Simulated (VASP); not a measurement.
# BeS (F-43m) in VASP: further runs, part 2 of 2

VASP 6.6.1. The steps go on from the part before.

## 3. Single point, r2SCAN

This run uses another cell than the first one, of 14.26 Å³/atom, 1.020 times its volume.

Input file POSCAR:

```
BeS
1.0
    0.0000000000      2.4250000000      2.4250000000
    2.4250000000      0.0000000000      2.4250000000
    2.4250000000      2.4250000000      0.0000000000
S Be
1 1
Direct
    0.7500000000      0.7500000000      0.7500000000
    0.0000000000      0.0000000000      0.0000000000
```

Input file INCAR.step1:

```
ALGO     = Normal         # electronic algorithm
EDIFF    = 1E-4           # SCF threshold, eV
ENCUT    = 520            # plane-wave cutoff, eV
GGA      = PE             # functional
ISMEAR   = -1             # smearing method
LASPH    = True           # aspherical terms in the spheres
LCHARG   = False          # write CHGCAR
LREAL    = False          # projectors in reciprocal space
LWAVE    = True           # write WAVECAR
NBANDS   = 11             # bands
NELM     = 100            # most SCF steps
PREC     = Accurate       # precision mode
SIGMA    = 0.05           # smearing width, eV
```

Input file INCAR.step2:

```
ALGO     = Normal         # electronic algorithm
EDIFF    = 1E-6           # SCF threshold, eV
ENCUT    = 520            # plane-wave cutoff, eV
ISIF     = 2              # what is computed and relaxed
ISMEAR   = -1             # smearing method
ISTART   = 1            
LASPH    = True           # aspherical terms in the spheres
LCHARG   = False          # write CHGCAR
LMIXTAU  = True         
LREAL    = False          # projectors in reciprocal space
LWAVE    = False          # write WAVECAR
METAGGA  = R2SCAN         # meta-GGA
NBANDS   = 11             # bands
NELM     = 100            # most SCF steps
PREC     = Accurate       # precision mode
SIGMA    = 0.05           # smearing width, eV
```

Input file KPOINTS:

```
k-points
0
Gamma
  9 9 9
```

Potentials or basis: VASP PAW PBE potentials, release 64 (S, Be).

Launch:

```sh
> cat potpaw_PBE.64/S/POTCAR potpaw_PBE.64/Be/POTCAR > POTCAR
> cp INCAR.step1 INCAR
> mpirun -np 1 vasp_std > vasp.out
> cp INCAR.step2 INCAR
> mpirun -np 1 vasp_std > vasp.out
```

Wall time 40 s (1 thread of Intel Xeon 6975P-C, shared host); peak memory 0.16 GiB.

Results (log left out):

| Quantity | Value |
| --- | --- |
| Free energy | -14.7848 eV |
| Pressure | 1.4 GPa |
| Band gap on the k mesh | 3.67 eV, indirect (least direct gap 6.26 eV) |

Levels at points of the mesh, in eV from the valence-band top:
```tsv
k point	band 1	band 2	band 3	band 4	band 5	band 6	band 7	band 8	band 9
(0.00, 0.00, 0.00)	-14.30	0.00	0.00	0.00	6.26	6.26	6.26	6.69	13.42
```

Caveat: the PAW data sets were made with another functional, which shifts forces and pressure a little.

## 4. Single point, r2SCAN

This run uses another cell than the first one, of 14.55 Å³/atom, 1.041 times its volume.

Input file POSCAR:

```
BeS
1.0
    0.0000000000      2.4410600707      2.4410600707
    2.4410600707      0.0000000000      2.4410600707
    2.4410600707      2.4410600707      0.0000000000
S Be
1 1
Direct
    0.7500000000      0.7500000000      0.7500000000
    0.0000000000      0.0000000000      0.0000000000
```

Input file INCAR.step1:

```
SYSTEM = BeS
ALGO     = Normal         ! electronic algorithm
EDIFF    = 1E-4           ! SCF threshold, eV
ENCUT    = 520            ! plane-wave cutoff, eV
GGA      = PE             ! functional
ISMEAR   = -1             ! smearing method
LASPH    = .True.         ! aspherical terms in the spheres
LCHARG   = .False.        ! write CHGCAR
LREAL    = .False.        ! projectors in reciprocal space
LWAVE    = .True.         ! write WAVECAR
NBANDS   = 11             ! bands
NELM     = 80             ! most SCF steps
PREC     = Accurate       ! precision mode
SIGMA    = 0.05           ! smearing width, eV
```

Input file INCAR.step2:

```
SYSTEM = BeS
ALGO     = Normal         ! electronic algorithm
EDIFF    = 1E-6           ! SCF threshold, eV
ENCUT    = 520            ! plane-wave cutoff, eV
ISIF     = 2              ! what is computed and relaxed
ISMEAR   = -1             ! smearing method
ISTART   = 1            
LASPH    = .True.         ! aspherical terms in the spheres
LCHARG   = .True.         ! write CHGCAR
LELF     = .True.         ! ELF
LMIXTAU  = .True.       
LREAL    = .False.        ! projectors in reciprocal space
LVHAR    = .True.       
LWAVE    = .False.        ! write WAVECAR
METAGGA  = R2SCAN         ! meta-GGA
NBANDS   = 11             ! bands
NELM     = 80             ! most SCF steps
PREC     = Accurate       ! precision mode
SIGMA    = 0.05           ! smearing width, eV
```

Input file KPOINTS:

```
k-points
0
Gamma
  9 9 9
  0 0 0
```

Launch:

```sh
> cat potpaw_PBE.64/S/POTCAR potpaw_PBE.64/Be/POTCAR > POTCAR
> cp INCAR.step1 INCAR
> mpirun -np 1 vasp_std > vasp.out
> cp INCAR.step2 INCAR
> mpirun -np 1 vasp_std > vasp.out
```

Run time: 42 s. Hardware: 1 thread of Intel Xeon 6975P-C, shared host; peak memory 0.16 GiB.

The run converged. Its results:

```yaml
Free_energy: -14.7865 eV
Pressure: -0.5 GPa
Band_gap_on_the_k_mesh: 3.71 eV, indirect (least direct gap 6.27 eV)
```

Levels at points of the mesh, in eV from the valence-band top:
| k point | band 2 | band 3 | band 4 | band 5 | band 6 | band 7 |
| --- | --- | --- | --- | --- | --- | --- |
| (0.00, 0.00, 0.00) | 0.00 | 0.00 | 0.00 | 6.27 | 6.27 | 6.27 |

Caveat: the PAW data sets were made with another functional, which shifts forces and pressure a little. r2SCAN opens gaps a little over a GGA but as a rule still falls short of measured ones.

## 5. Single point, r2SCAN

This run uses another cell than the first one, of 14.83 Å³/atom, 1.061 times its volume.

Input file POSCAR:

```
BeS
1.0
    0.0000000000      2.4569115543      2.4569115543
    2.4569115543      0.0000000000      2.4569115543
    2.4569115543      2.4569115543      0.0000000000
S Be
1 1
Direct
    0.7500000000      0.7500000000      0.7500000000
    0.0000000000      0.0000000000      0.0000000000
```

Input file INCAR.step1:

```
PREC = Accurate
ENCUT = 520
ISMEAR = -1
SIGMA = 0.05
LREAL = F
LASPH = T
NELM = 80
NBANDS = 11
GGA = PE
ALGO = Normal
EDIFF = 1E-4
LWAVE = T
LCHARG = F
```

Input file INCAR.step2:

```
PREC = Accurate
ENCUT = 520
EDIFF = 1E-6
ISMEAR = -1
SIGMA = 0.05
LREAL = F
LASPH = T
NELM = 80
ALGO = Normal
ISIF = 2
LWAVE = F
LCHARG = F
METAGGA = R2SCAN
LMIXTAU = T
NBANDS = 11
ISTART = 1
```

Input file KPOINTS:

```
regular mesh
0
Gamma
  9 9 9
```

Potentials or basis: VASP PAW PBE potentials, release 64 (S, Be).

Launch:

```sh
> cat potpaw_PBE.64/S/POTCAR potpaw_PBE.64/Be/POTCAR > POTCAR
> cp INCAR.step1 INCAR
> mpirun -np 1 vasp_std > vasp.out
> cp INCAR.step2 INCAR
> mpirun -np 1 vasp_std > vasp.out
```

OUTCAR:

```text
PREC = Accurate
   ENCUT = 520
   EDIFF = 1E-6
   ISMEAR = -1
   LREAL = F
   LASPH = T
   NELM = 80
   ISIF = 2
   METAGGA = R2SCAN
   ISTART = 1

 ion  position               nearest neighbor table
   1  0.750  0.750  0.750-   2 2.13   2 2.13   2 2.13   2 2.13
   2  0.000  0.000  0.000-   1 2.13   1 2.13   1 2.13   1 2.13

  LATTYP: Found a face centered cubic cell.
 ALAT       =     4.9138231086

  Lattice vectors:

 A1 = (   0.0000000000,   2.4569115543,   2.4569115543)
 A2 = (   2.4569115543,   0.0000000000,   2.4569115543)
[... 513 lines left out ...]
      7      16.6578      0.00000
      8      16.6578      0.00000
      9      19.3433      0.00000
     10      20.3254      0.00000
     11      21.6800      0.00000

 [... further k-points ...]
[... 5 lines left out ...]
  --------------------------------------------------------------------------------------
  -------------------------------------------------------------------------------------
  Total       -0.4298085     -0.4298085     -0.4298085      0.0000000      0.0000000      0.0000000
  in kB      -23.2159811    -23.2159811    -23.2159811      0.0000000      0.0000000      0.0000000
  external PRESSURE =     -23.2159811 kB  Pullay stress =       0.0000000 kB

 VOLUME and BASIS-vectors are now :
 -----------------------------------------------------------------------------
  energy-cutoff  :      520.00
  volume of cell :       29.66
      direct lattice vectors                 reciprocal lattice vectors
     0.000000000  2.456911554  2.456911554    -0.203507529  0.203507529  0.203507529
     2.456911554  0.000000000  2.456911554     0.203507529 -0.203507529  0.203507529
     2.456911554  2.456911554  0.000000000     0.203507529  0.203507529 -0.203507529

 POSITION                                       TOTAL-FORCE (eV/Angst)
 -----------------------------------------------------------------------------------
      3.68537      3.68537      3.68537        -0.000000      0.000000      0.000000
      0.00000      0.00000      0.00000         0.000000     -0.000000     -0.000000
 -----------------------------------------------------------------------------------
    total drift:                               -0.000000     -0.000000     -0.000000

  FREE ENERGIE OF THE ION-ELECTRON SYSTEM (eV)
  ---------------------------------------------------
  free  energy   TOTEN  =       -14.7815181984 eV

  energy  without entropy=      -14.7815181984  energy(sigma->0) =      -14.78151820
```

Run time: 41 s. Hardware: 1 thread of Intel Xeon 6975P-C, shared host; peak memory 0.16 GiB.

What came out:

* Free energy: -14.7815 eV
* Pressure: -2.3 GPa
* Band gap on the k mesh: 3.75 eV, indirect (least direct gap 6.28 eV)

Caveat: the PAW data sets were made with another functional, which shifts forces and pressure a little.

## 6. Summary

```tsv
cell	gap on the mesh (eV)	pressure (GPa)
a = 3.406 Å, angles 60.0°, 2 atoms	3.63	3.6
a = 3.429 Å, angles 60.0°, 2 atoms	3.67	1.4
a = 3.452 Å, angles 60.0°, 2 atoms	3.71	-0.5
a = 3.475 Å, angles 60.0°, 2 atoms	3.75	-2.3
```

Alike in all rows: task single point; level r2SCAN; potentials or basis VASP PAW PBE potentials, release 64 (S, Be); no spin polarisation; k mesh 9 × 9 × 9; cutoff (eV) 520; smearing fermi-dirac 0.05 eV.

Caveats: the PAW data sets were made with another functional, which shifts forces and pressure a little.

Absolute energies hang on the potentials; compare differences alone.
